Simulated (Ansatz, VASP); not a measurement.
**One calculation of ScPt, two programs**

```
CELL_PARAMETERS angstrom
3.28086 0.00000 0.00000
0.00000 3.28086 0.00000
0.00000 0.00000 3.28086
ATOMIC_POSITIONS crystal
Sc 0.50000 0.50000 0.50000
Pt 0.00000 0.00000 0.00000
```

Change from the starting cell: volume scaled by 1.01, crystal datasets.

Alike in both runs: task electric field gradients; functional LDA; k mesh 10 × 10 × 10; occupations fermi-dirac, width 0.05 eV; no spin polarisation.

|  | VASP | Ansatz |
| --- | --- | --- |
| version | VASP 6.6.1 | Ansatz 0.2.0 |
| potentials or method | VASP PAW LDA potentials, release 64 (Sc_sv, Pt), cutoff 520 eV | all-electron PAW with datasets made for the crystal, scalar-relativistic |

```csv
,VASP,Ansatz,Ansatz less VASP
pressure (GPa),-6.2,-6.7,-0.56
```

LDA's correlation is that of Perdew and Zunger in VASP and of Perdew and Wang (1992) in Ansatz. Ansatz ran all-electron here, and VASP with PAW potentials.

Spin-orbit coupling is off throughout.
